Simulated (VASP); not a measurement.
# TaO (P6/mmm) in VASP: notebook

The runs below take TaO through single point, relaxation of cell and atoms, with PBE.

Everything below comes from runs of VASP 6.6.1. Logs are shortened: lines on timing, memory, paths and dates and some standing lists are left out, and cuts for length are marked.

## 1. The cell of the first run

It takes space group P6/mmm (No. 191, hexagonal). The conventional cell has a = 3.066 Å, b = 3.066 Å, c = 3.855 Å, α = 90.00°, β = 90.00°, γ = 120.00°. Within 2.6 Å of Ta (site symmetry 6/mmm) lie 2 O at 1.93 Å. Within 2.6 Å of O (site symmetry 6/mmm) lie 2 Ta at 1.93 Å.

## 2. Single point, PBE

Contents of INCAR:

```
PREC = Accurate
ENCUT = 520
EDIFF = 1E-7
ISMEAR = -1
SIGMA = 0.05
LREAL = False
LASPH = True
NELM = 60
ALGO = Normal
ISIF = 2
LWAVE = False
LCHARG = False
GGA = PE
NBANDS = 16
```

Contents of KPOINTS:

```
Automatic mesh
0
Gamma
  10 10 7
```

Contents of POSCAR:

```
TaO
1.0
    3.0655641987      0.0000028862      0.0000000000
   -1.5327845989      2.6548550299      0.0000000000
    0.0000000000      0.0000000000      3.8554718106
Ta O
1 1
Direct
    0.0000000000      0.0000000000      0.5000000000
    0.0000000000      0.0000000000      0.0000000000
```

Potentials or basis: VASP PAW PBE potentials, release 64 (Ta_pv, O).

Started as:

```console
$ cat potpaw_PBE.64/Ta_pv/POTCAR potpaw_PBE.64/O/POTCAR > POTCAR
$ mpirun -np 1 vasp_std > vasp.out
```

OUTCAR:

```text
PREC = Accurate
   ENCUT = 520
   EDIFF = 1E-7
   ISMEAR = -1
   LREAL = False
   LASPH = True
   NELM = 60
   ISIF = 2
   GGA = PE

 ion  position               nearest neighbor table
   1  0.000  0.000  0.500-   2 1.93   2 1.93
   2  0.000  0.000  0.000-   1 1.93   1 1.93

  LATTYP: Found a hexagonal cell.
 ALAT       =     3.0655641987
 C/A-ratio  =     1.2576712020

  Lattice vectors:

 A1 = (   3.0655641987,   0.0000028862,   0.0000000000)
 A2 = (  -1.5327845989,   2.6548550299,   0.0000000000)
 A3 = (   0.0000000000,   0.0000000000,   3.8554718106)

Analysis of symmetry for initial positions (statically):
=====================================================================
 Subroutine PRICEL returns:
 Original cell was already a primitive cell.

 Routine SETGRP: Setting up the symmetry group for a
 hexagonal supercell.

 Subroutine GETGRP returns: Found 24 space group operations
 (whereof 24 operations were pure point group operations)
 out of a pool of 24 trial point group operations.

The static configuration has the point symmetry D_6h.

Analysis of symmetry for dynamics (positions and initial velocities):
=====================================================================
 Subroutine PRICEL returns:
 Original cell was already a primitive cell.

 Routine SETGRP: Setting up the symmetry group for a
 hexagonal supercell.

 Subroutine GETGRP returns: Found 24 space group operations
 (whereof 24 operations were pure point group operations)
 out of a pool of 24 trial point group operations.

The dynamic configuration has the point symmetry D_6h.

 Subroutine INISYM returns: Found 24 space group operations
 (whereof 24 operations are pure point group operations),
 and found     1 'primitive' translations

----------------------------------------------------------------------------------------

                                     Primitive cell

  volume of cell :      31.3783

  direct lattice vectors                    reciprocal lattice vectors
     3.065564199  0.000002886  0.000000000     0.326204050  0.188334405  0.000000000
    -1.532784599  2.654855030  0.000000000    -0.000000355  0.376668197  0.000000000
     0.000000000  0.000000000  3.855471811     0.000000000  0.000000000  0.259371628

  length of vectors
     3.065564199  3.065564199  3.855471811     0.376668197  0.376668197  0.259371628

  position of ions in fractional coordinates (direct lattice)
     0.000000000  0.000000000  0.500000000
     0.000000000  0.000000000  0.000000000

  ion indices of the primitive-cell ions
   primitive index   ion index
                 1           1
                 2           2

----------------------------------------------------------------------------------------

 KPOINTS: Automatic mesh

Automatic generation of k-mesh.
 Grid dimensions read from file:
 generate k-points for:   10   10    7

 Generating k-lattice:

  Cartesian coordinates                     Fractional coordinates (reciprocal lattice)
     0.032620405  0.018833441  0.000000000     0.100000000  0.000000000  0.000000000
    -0.000000035  0.037666820  0.000000000     0.000000000  0.100000000  0.000000000
     0.000000000  0.000000000  0.037053090     0.000000000  0.000000000  0.142857143

  Length of vectors
     0.037666820  0.037666820  0.037053090

  Shift w.r.t. Gamma in fractional coordinates (k-lattice)
     0.000000000  0.000000000  0.000000000

 Subroutine IBZKPT returns following result:
 ===========================================

 Found     56 irreducible k-points:

 Following reciprocal coordinates:
            Coordinates               Weight
  0.000000  0.000000  0.000000      1.000000
  0.100000  0.000000  0.000000      6.000000
  0.200000  0.000000  0.000000      6.000000
  0.300000  0.000000  0.000000      6.000000
  0.400000  0.000000  0.000000      6.000000
  0.500000  0.000000  0.000000      3.000000
[... 16 lines left out ...]
  0.300000  0.100000  0.142857     24.000000
  0.400000  0.100000  0.142857     24.000000
 [... further k-points ...]
   k-points           NKPTS =     56   k-points in BZ     NKDIM =     56   number of bands    NBANDS=     16
   number of dos      NEDOS =    301   number of ions     NIONS =      2
   total plane-waves  NPLWV =  17280
   dimension x,y,z NGX =    24 NGY =   24 NGZ =   30
   dimension x,y,z NGXF=    48 NGYF=   48 NGZF=   60
   ions per type =               1   1
   NGX,Y,Z   is equivalent  to a cutoff of  13.02, 13.02, 12.94 a.u.
   NGXF,Y,Z  is equivalent  to a cutoff of  26.03, 26.03, 25.87 a.u.
 SYSTEM =  unknown system
   PREC   = accura    normal or accurate (medium, high low for compatibility)
   ISTART =      0    job   : 0-new  1-cont  2-samecut
   ICHARG =      2    charge: 1-file 2-atom 10-const
   ISPIN  =      1    spin polarized calculation?
   LNONCOLLINEAR =      F non collinear calculations
   LSORBIT =      F    spin-orbit coupling
   LASPH  =      T    aspherical Exc in radial PAW
   ENCUT  =  520.0 eV  38.22 Ry    6.18 a.u.   5.70  5.70  7.17*2*pi/ulx,y,z
   NELM   =     60;   NELMIN=  2; NELMDL= -5     # of ELM steps
   EDIFF  = 0.1E-06   stopping-criterion for ELM
   LREAL  =      F    real-space projection
   EDIFFG = 0.1E-05   stopping-criterion for IOM
   NSW    =      0    number of steps for IOM
   IBRION =     -1    ionic relax: 0-MD 1-quasi-New 2-CG
   NFREE  =      0    steps in history (QN), initial steepest desc. (CG)
   ISIF   =      2    stress and relaxation
   ISYM   =      2    0-nonsym 1-usesym 2-fastsym
   POTIM  = 0.5000    time-step for ionic-motion
   TEBEG  =    0.0;   TEEND  =   0.0 temperature during run
   PSTRESS=    0.0 pullay stress
   NELECT =      17.0000    total number of electrons
   NUPDOWN=      -1.0000    fix difference up-down
   EMIN   =  10.00;   EMAX   =-10.00  energy-range for DOS
   EFERMI =   0.00;   METHOD = LEGACY
   ISMEAR =    -1;   SIGMA  =   0.05  broadening in eV -4-tet -1-fermi 0-gaus
   EFERMI_NEDOS =   21; number of points for ismear=-14 and -15
   IALGO  =     38    algorithm
   IMIX   =      4    mixing-type and parameters
     AMIX     =   0.40;   BMIX     =  1.00
     AMIX_MAG =   1.60;   BMIX_MAG =  1.00
  volume/ion in A,a.u.               =      15.69       105.88
  Fermi-wavevector in a.u.,A,eV,Ry     =   1.334591  2.522011 24.233782  1.781133
  Thomas-Fermi vector in A             =   2.463360
   LORBIT       =      0    0 simple, 1 ext, 2 COOP (PROOUT), +10 PAW based schemes
   GGA     = PE    functional components
   LHFCALC =     F    Hartree Fock is set to
   AEXX    =    0.0000 exact exchange contribution
   IVDW    =     0    specifies the selected vdW correction
   LEPSILON=     F    determine dielectric tensor
   LRPA    =     F    only Hartree local field effects (RPA)
 non-spin polarized calculation
  energy-cutoff  :      520.00
  volume of cell :       31.38
 maximum number of plane-waves:       858
 NGX is ok and might be reduce to    24
   NGX = 11   NGY = 11   NGZ = 15

 number of electron      17.0000011 magnetization

 Free energy of the ion-electron system (eV)
  ---------------------------------------------------
  ext. energy  EPLUGINS =         0.00000000
  ---------------------------------------------------
  free energy    TOTEN  =       -19.50577637 eV

  energy without entropy =      -19.48115057  energy(sigma->0) =      -19.49346347

 E-fermi :   3.6419     XC(G=0): -11.0275

 val. band max:        3.6405694018   @ k =   0.3000   0.0000   0.2857
 cond. band min:       3.6459911639   @ k =   0.3000   0.2000   0.4286
 fundamental gap:      0.0054217621
 Fermi energy:         3.6419384767

 k-point     1 :       0.0000    0.0000    0.0000
  band No.  band energies     occupation
      1     -31.3311      2.00000
      2     -30.6920      2.00000
      3     -30.6920      2.00000
      4     -15.8067      2.00000
      5      -1.6253      2.00000
      6       0.1899      2.00000
[... 8 lines left out ...]
     15      15.0992      0.00000
     16      16.3494      0.00000

 k-point     2 :       0.1000    0.0000    0.0000
  band No.  band energies     occupation
      1     -31.3238      2.00000
      2     -30.7493      2.00000
      3     -30.7054      2.00000
      4     -15.7654      2.00000
      5      -1.3778      2.00000
      6       0.2168      2.00000
[... 8 lines left out ...]
     15      15.3323      0.00000
     16      16.9764      0.00000

 k-point     3 :       0.2000    0.0000    0.0000
  band No.  band energies     occupation
      1     -31.3047      2.00000
      2     -30.8970      2.00000
      3     -30.7403      2.00000
      4     -15.6560      2.00000
      5      -0.9189      2.00000
      6       0.2954      2.00000
[... 8 lines left out ...]
     15      15.9647      0.00000
     16      17.1071      0.00000

 k-point     4 :       0.3000    0.0000    0.0000
  band No.  band energies     occupation
      1     -31.2810      2.00000
      2     -31.0750      2.00000
      3     -30.7830      2.00000
      4     -15.5178      2.00000
      5      -0.8636      2.00000
      6       0.4158      2.00000
[... 8 lines left out ...]
     15      16.4120      0.00000
     16      17.0384      0.00000
[... 324 lines left out ...]
 k-point    22 :       0.2000    0.1000    0.1429
  band No.  band energies     occupation
      1     -31.3190      2.00000
      2     -30.9990      2.00000
      3     -30.7817      2.00000
      4     -15.3129      2.00000
      5      -0.8985      2.00000
      6      -0.5338      2.00000
[... 8 lines left out ...]
     15      17.0904      0.00000
     16      17.4715      0.00000

 k-point    23 :       0.3000    0.1000    0.1429
  band No.  band energies     occupation
      1     -31.2969      2.00000
      2     -31.1474      2.00000
      3     -30.8308      2.00000
      4     -15.1875      2.00000
      5      -1.1931      2.00000
      6      -0.4057      2.00000
[... 8 lines left out ...]
     15      16.4080      0.00000
     16      17.1167      0.00000

 k-point    24 :       0.4000    0.1000    0.1429
  band No.  band energies     occupation
      1     -31.2831      2.00000
      2     -31.2375      2.00000
      3     -30.8610      2.00000
      4     -15.1082      2.00000
      5      -1.4213      2.00000
      6      -0.3292      2.00000
[... 8 lines left out ...]
     15      15.9589      0.00000
     16      17.1125      0.00000

 [... further k-points ...]

------------------------ aborting loop because EDIFF is reached ----------------------------------------

  FORCE on cell =-STRESS in cart. coord.  units (eV):
  Direction    XX          YY          ZZ          XY          YZ          ZX
  --------------------------------------------------------------------------------------
  -------------------------------------------------------------------------------------
  Total       -0.0210440     -0.0210440      0.2839802      0.0000000     -0.0000000      0.0000000
  in kB       -1.0745069     -1.0745069     14.5000558      0.0000000     -0.0000000      0.0000000
  external PRESSURE =       4.1170140 kB  Pullay stress =       0.0000000 kB

 VOLUME and BASIS-vectors are now :
 -----------------------------------------------------------------------------
  energy-cutoff  :      520.00
  volume of cell :       31.38
      direct lattice vectors                 reciprocal lattice vectors
     3.065564199  0.000002886  0.000000000     0.326204050  0.188334405  0.000000000
    -1.532784599  2.654855030  0.000000000    -0.000000355  0.376668197  0.000000000
     0.000000000  0.000000000  3.855471811     0.000000000  0.000000000  0.259371628

 POSITION                                       TOTAL-FORCE (eV/Angst)
 -----------------------------------------------------------------------------------
      0.00000      0.00000      1.92774        -0.000000      0.000000      0.000000
      0.00000      0.00000      0.00000         0.000000      0.000000      0.000000
 -----------------------------------------------------------------------------------
    total drift:                                0.000000     -0.000000      0.000000

  FREE ENERGIE OF THE ION-ELECTRON SYSTEM (eV)
  ---------------------------------------------------
  free  energy   TOTEN  =       -19.5057763708 eV

  energy  without entropy=      -19.4811505681  energy(sigma->0) =      -19.49346347
```

It took 23 s on 1 thread of Intel Xeon 8259CL, shared host; peak memory 0.16 GiB.

What came out:

```
Free energy            : -19.5058 eV
Pressure               : 0.4 GPa
Band gap on the k mesh : zero (an odd number of electrons rules out a gap without spin polarisation)
```

Stress tensor (GPa, compression positive):
```
-0.11  0.00  0.00
 0.00 -0.11  0.00
 0.00  0.00  1.45
```

Caveat: spin-orbit coupling is left out, which moves the levels of the heavy elements; an odd number of electrons without spin polarisation forces a metal; a magnetic or distorted state may lie lower.

## 3. Relaxation of cell and atoms, PBE

Contents of INCAR:

```
SYSTEM = TaO
ALGO     = Normal         ! electronic algorithm
EDIFF    = 1E-7           ! SCF threshold, eV
EDIFFG   = -0.01          ! ionic threshold
ENCUT    = 600            ! plane-wave cutoff, eV
GGA      = PE             ! functional
IBRION   = 2              ! ionic algorithm
ISIF     = 3              ! what is computed and relaxed
ISMEAR   = -1             ! smearing method
LASPH    = .TRUE.         ! aspherical terms in the spheres
LCHARG   = .FALSE.        ! write CHGCAR
LREAL    = .FALSE.        ! projectors in reciprocal space
LWAVE    = .FALSE.        ! write WAVECAR
NELM     = 100            ! most SCF steps
NSW      = 60             ! ionic steps
PREC     = Accurate       ! precision mode
SIGMA    = 0.05           ! smearing width, eV
```

Contents of KPOINTS:

```
k-points
0
G
  10 10 7
  0 0 0
```

Contents of POSCAR:

```
TaO
1.0
    3.0661100000      0.0000000000      0.0000000000
   -1.5330600000      2.6553300000      0.0000000000
    0.0000000000      0.0000000000      3.8550200000
Ta O
1 1
Direct
    0.0000000000      0.0000000000      0.5000000000
    0.0000000000      0.0000000000      0.0000000000
```

Potentials or basis: VASP PAW PBE potentials, release 64 (Ta_pv, O).

Started as:

```console
$ cat potpaw_PBE.64/Ta_pv/POTCAR potpaw_PBE.64/O/POTCAR > POTCAR
$ mpirun -np 1 vasp_std > vasp.out
```

It took 52 s on 1 thread of Intel Xeon 8259CL, shared host; peak memory 0.18 GiB.

Results (log left out):

```yaml
Free_energy: -19.5087 eV
Relaxed_volume: 15.68 Å³/atom
Relaxed_cell: a = 3.063 Å, b = 3.063 Å, c = 3.860 Å, α = 90.00°, β = 90.00°, γ = 120.00°
Space_group_after_relaxing_to_0.1_Å: P6/mmm (No. 191)
Energy_gained_by_relaxing: 0.1 meV/atom
Ionic_steps: 4
Pressure_after_relaxing: 0.0 GPa
Band_gap_on_the_k_mesh: zero (an odd number of electrons rules out a gap without spin polarisation)
```

Step by step:
| step | energy change (eV) | largest force (eV/Å) | pressure (GPa) | volume (Å³) |
| --- | --- | --- | --- | --- |
| 1 | 0.0000 | 0.0000 | 0.32 | 31.39 |
| 2 | 0.0034 | 0.0000 | -2.19 | 31.53 |
| 3 | -0.0002 | 0.0000 | -0.15 | 31.41 |
| 4 | -0.0002 | 0.0000 | -0.01 | 31.36 |

Final structure:
```
Ta O
1.0
     3.06301    0.00000    0.00000
    -1.53151    2.65265    0.00000
     0.00000    0.00000    3.85960
Ta O
1 1
Direct
  0.00000 0.00000 0.50000
  0.00000 0.00000 0.00000
```

Levels at points of the mesh, in eV from the Fermi level:
| k point | band 6 | band 7 | band 8 | band 9 | band 10 | band 11 |
| --- | --- | --- | --- | --- | --- | --- |
| (0.00, 0.00, 0.00) | -3.45 | -2.31 | -2.31 | 0.60 | 0.60 | 3.16 |
| (0.50, 0.00, 0.00) | -3.03 | -2.99 | -2.75 | -0.61 | 2.37 | 3.80 |

Caveat: spin-orbit coupling is left out, which moves the levels of the heavy elements; an odd number of electrons without spin polarisation forces a metal; a magnetic or distorted state may lie lower.

## 4. Relaxation of cell and atoms, PBE, target pressure 2 GPa, at which the enthalpy is minimised

Contents of INCAR:

```
SYSTEM = TaO
PREC = Accurate ; ENCUT = 600
EDIFF = 1E-7 ; ISMEAR = -1
SIGMA = 0.05 ; LREAL = .False.
LASPH = .True. ; NELM = 60
ALGO = Normal ; ISIF = 3
LWAVE = .False. ; LCHARG = .False.
GGA = PE ; IBRION = 2
NSW = 60 ; EDIFFG = -0.01
PSTRESS = 20.0
```

Contents of KPOINTS:

```
regular mesh
0
Gamma
  10 10 7
  0 0 0
```

POSCAR is that of step 3.

Started as:

```console
$ cat potpaw_PBE.64/Ta_pv/POTCAR potpaw_PBE.64/O/POTCAR > POTCAR
$ mpirun -np 1 vasp_std > vasp.out
```

Run time: 69 s. Hardware: 1 thread of Intel Xeon 8259CL, shared host; peak memory 0.18 GiB.

It converged, with:

```yaml
Free_energy: -19.5052 eV
Relaxed_volume: 15.40 Å³/atom
Relaxed_cell: a = 3.037 Å, b = 3.037 Å, c = 3.854 Å, α = 90.00°, β = 90.00°, γ = 120.00°
Space_group_after_relaxing_to_0.1_Å: P6/mmm (No. 191)
Energy_change_on_relaxing_the_run_minimises_the_enthalpy: +1.6 meV/atom
Ionic_steps: 5
Pressure_after_relaxing: 2.0 GPa
Band_gap_on_the_k_mesh: zero (an odd number of electrons rules out a gap without spin polarisation)
```

Step by step:
```
step  energy change (eV)  largest force (eV/Å)  pressure (GPa)  volume (Å³)
   1              0.0000                0.0000            0.32        31.39
   2              0.0059                0.0000            3.23        30.64
   3              0.0035                0.0000            2.54        30.81
   4              0.0106                0.0000            0.05        30.71
   5              0.0033                0.0000            2.01        30.79
```

Final structure:
```cif
data_structure
_symmetry_space_group_name_H-M 'P 1'
_symmetry_Int_Tables_number 1
_cell_length_a 3.0375
_cell_length_b 3.0375
_cell_length_c 3.8536
_cell_angle_alpha 90.000
_cell_angle_beta 90.000
_cell_angle_gamma 120.000
_cell_volume 30.79
loop_
_atom_site_label
_atom_site_type_symbol
_atom_site_fract_x
_atom_site_fract_y
_atom_site_fract_z
_atom_site_occupancy
Ta1 Ta 0.00000 0.00000 0.50000 1
O1 O 0.00000 0.00000 0.00000 1
```

Levels at points of the mesh, in eV from the Fermi level:
| k point | band 4 | band 5 | band 6 | band 7 | band 8 | band 9 | band 10 | band 11 | band 12 |
| --- | --- | --- | --- | --- | --- | --- | --- | --- | --- |
| (0.00, 0.00, 0.00) | -19.44 | -5.34 | -3.42 | -2.25 | -2.25 | 0.62 | 0.62 | 3.28 | 3.28 |
| (0.50, 0.00, 0.00) | -18.96 | -4.83 | -3.07 | -2.98 | -2.71 | -0.66 | 2.45 | 3.92 | 5.25 |

Caveat: the cell is relaxed towards a set pressure, so the run minimises the enthalpy, not the energy; spin-orbit coupling is left out, which moves the levels of the heavy elements; an odd number of electrons without spin polarisation forces a metal; a magnetic or distorted state may lie lower.

## 5. Summary

```tsv
task	cell	cutoff (eV)	gap on the mesh (eV)	pressure (GPa)
single point	as given	520	none	0.4
relaxation of cell and atoms	relaxed	600	none	0.0
relaxation of cell and atoms	relaxed to 2 GPa	600	none	2.0
```

Alike in all rows: level PBE; potentials or basis VASP PAW PBE potentials, release 64 (Ta_pv, O); no spin polarisation; k mesh 10 × 10 × 7; smearing fermi-dirac 0.05 eV.

Caveats: spin-orbit coupling is left out, which moves the levels of the heavy elements; an odd number of electrons without spin polarisation forces a metal; a magnetic or distorted state may lie lower; the cell is relaxed towards a set pressure, so the run minimises the enthalpy, not the energy (at least some runs).

Absolute energies hang on the potentials; compare differences alone.
